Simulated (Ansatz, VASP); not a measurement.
## MgS: VASP beside Ansatz

INCAR

```
SYSTEM = MgS
  ALGO = Normal
  EDIFF = 1E-6
  ENCUT = 520
  GGA = PE
  ISIF = 2
  ISMEAR = -1
  LASPH = .TRUE.
  LCHARG = .TRUE.
  LELF = .TRUE.
  LREAL = .FALSE.
  LVHAR = .TRUE.
  LWAVE = .FALSE.
  NBANDS = 11
  NELM = 60
  PREC = Accurate
  SIGMA = 0.02
```

File KPOINTS:

```
k-points
0
G
  8 8 8
  0 0 0
```

Contents of POSCAR:

```
MgS
1.0
    0.0000000000      2.8308768410      2.8308768410
    2.8308768410      0.0000000000      2.8308768410
    2.8308768410      2.8308768410      0.0000000000
Mg S
1 1
Direct
    0.0000000000      0.0000000000      0.0000000000
    0.2500000000      0.2500000000      0.2500000000
```

Input for Ansatz:

```yaml
crystal:
  lattice:
    - [0.0, 2.830876841, 2.830876841]
    - [2.830876841, 0.0, 2.830876841]
    - [2.830876841, 2.830876841, 0.0]
  atoms:
    - { symbol: Mg, position: [0.0, 0.0, 0.0] }
    - { symbol: S, position: [0.25, 0.25, 0.25] }
kpoints:
  mp_grid: { grid: [8, 8, 8] }
  band_path:
    path:
      - [[0.0, 0.0, 0.0], [-0.5, -0.5, 0.0], [-0.375, -0.375, 0.25]]
      - [[-0.375, 0.0, 0.375], [0.0, 0.0, 0.0], [0.0, 0.0, 0.5], [-0.5, -0.25, 0.25], [-0.5, -0.5, 0.0]]
    npoints: 10
hamiltonian:
  xc: pbe
scf:
  occupations: { method: fermi_dirac, width: 0.02 }
  n_extra_bands: 4
output:
  forces: true
  stress: true
  eigenvalues: true
```

Alike in both runs: task single point; functional PBE; k mesh 8 × 8 × 8; occupations fermi-dirac, width 0.02 eV; no spin polarisation.

|  | VASP | Ansatz |
| --- | --- | --- |
| version | VASP 6.6.1 | Ansatz 0.2.0 |
| potentials or method | VASP PAW PBE potentials, release 64 (Mg, S) | plane waves, PAW |
| plane-wave cutoff (eV) | 520 | 420 |
| valence electrons in the cell | 8 | 16 |

```csv
,VASP,Ansatz,Ansatz less VASP
gap on the k mesh at the Fermi level (eV),3.46,3.47,+0.008
pressure (GPa),0.9,1.1,+0.15
```

With one functional, cell and mesh, what is left measures potentials, basis and numerics. VASP's potentials hold 8 valence electrons a cell and Ansatz's 16, so a difference there can come from the potentials and not from the codes.
